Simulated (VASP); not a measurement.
HgTe, 2 atoms in the cell. It takes space group Imm2 (No. 44, orthorhombic). The conventional cell has a = 4.702 Å, b = 4.702 Å, c = 6.650 Å, α = 90.00°, β = 90.00°, γ = 90.00°. Hg (site symmetry mm2) has 4 Te at 2.81 to 2.95 Å within 3.7 Å. Within 3.7 Å of Te (site symmetry mm2) lie 4 Hg at 2.81 to 2.95 Å.  This cell differs from its parent crystal: atoms displaced along a vibrational mode.

```yaml
Program: VASP 6.6.1
Task: single point
Functional: PBE
Potentials_or_basis: VASP PAW PBE potentials, release 64 (Hg, Te)
Cutoff: 520 eV
k_mesh: 16 × 16 × 16
Occupations: gaussian, width 0.15 eV
Spin: no spin polarisation
Dipole_correction: no
Further_INCAR_settings: ALGO = Normal; EDIFF = 1e-06; NBANDS = 16
```

Potentials or basis: VASP PAW PBE potentials, release 64 (Hg, Te).

Launch:

```console
$ cat potpaw_PBE.64/Hg/POTCAR potpaw_PBE.64/Te/POTCAR > POTCAR
$ mpirun -np 1 vasp_std > vasp.out
```

Hardware: 1 thread of Intel(R) Xeon(R) 6975P-C (Granite Rapids) (shared host).

Q: Estimate the wall time of this run.

A: Wall time 3.1 min on 1 thread of Intel(R) Xeon(R) 6975P-C (Granite Rapids), with other jobs on the host, peak memory 0.82 GiB. Counts: scf iterations 12, k points 621.
